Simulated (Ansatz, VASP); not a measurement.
# Se in VASP and in Ansatz

```xyz
3
Lattice="4.0681 0.0000 0.0000 -2.0341 3.5231 0.0000 0.0000 0.0000 5.1277" Properties=species:S:1:pos:R:3 pbc="T T T"
Se    1.1937    0.0000    1.7092
Se   -0.5969    1.0338    3.4185
Se    1.4372    2.4893    0.0000
```

Alike in both runs: task single point; functional PBE; dispersion D3(BJ); k mesh 9 × 9 × 8; occupations gaussian, width 0.05 eV; no spin polarisation.

|  | VASP | Ansatz |
| --- | --- | --- |
| version | VASP 6.6.1 | Ansatz 0.2.0 |
| potentials or method | VASP PAW PBE potentials, release 64 (Se), cutoff 520 eV | scalar-relativistic, plane waves, PAW |
| valence electrons in the cell | 18 | 48 |

```tsv
	VASP	Ansatz	Ansatz less VASP
gap on the k mesh at the Fermi level (eV)	none	none	-
pressure (GPa)	-5.6	-5.6	-0.02
traceless stress, the component that is largest in VASP (GPa)	0.30	0.29	-0.004
rms of the force components (eV/Å)	0.433	0.434	+0.0013
```

Atom by atom the forces differ by 0.001 eV/Å (rms over components). A gap of «none» marks a metal or a gap that the smearing closes. VASP's potentials hold 18 valence electrons a cell and Ansatz's 48, so a difference there can come from the potentials and not from the codes.
